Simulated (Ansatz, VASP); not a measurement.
## One calculation of Ta, two programs

```
Ta
1.0
    14.00000    0.00000    0.00000
     0.00000   14.40000    0.00000
     0.00000    0.00000   14.80000
Ta
1
Direct
  0.50000 0.50000 0.50000
```

Alike in both runs: task single point; functional LDA; k mesh 1 × 1 × 1; occupations fermi-dirac, width 0.01 eV; collinear spin.

|  | VASP | Ansatz |
| --- | --- | --- |
| version | VASP 6.6.1 | Ansatz 0.2.0 |
| potentials or method | VASP PAW LDA potentials, release 64 (Ta_pv), cutoff 400 eV | plane waves (420 eV) with PAW, scalar-relativistic |
| valence electrons in the cell | 11 | 13 |

```tsv
	VASP	Ansatz	Ansatz less VASP
net moment per atom (μB)	3.00	3.00	0.000
size of the moment on the site where the two differ most (μB)	2.13	3.00	+0.872
```

Ansatz warns that its potentials were made for another functional, while VASP's fit it. LDA's correlation is that of Perdew and Zunger in VASP and of Perdew and Wang (1992) in Ansatz. Site moments also hang on the region over which each program counts them. VASP's potentials hold 11 valence electrons a cell and Ansatz's 13, so a difference there can come from the potentials and not from the codes. Ansatz's warnings: stability check not made, xc potential rough in thin density.

Neither program's run includes spin-orbit coupling.
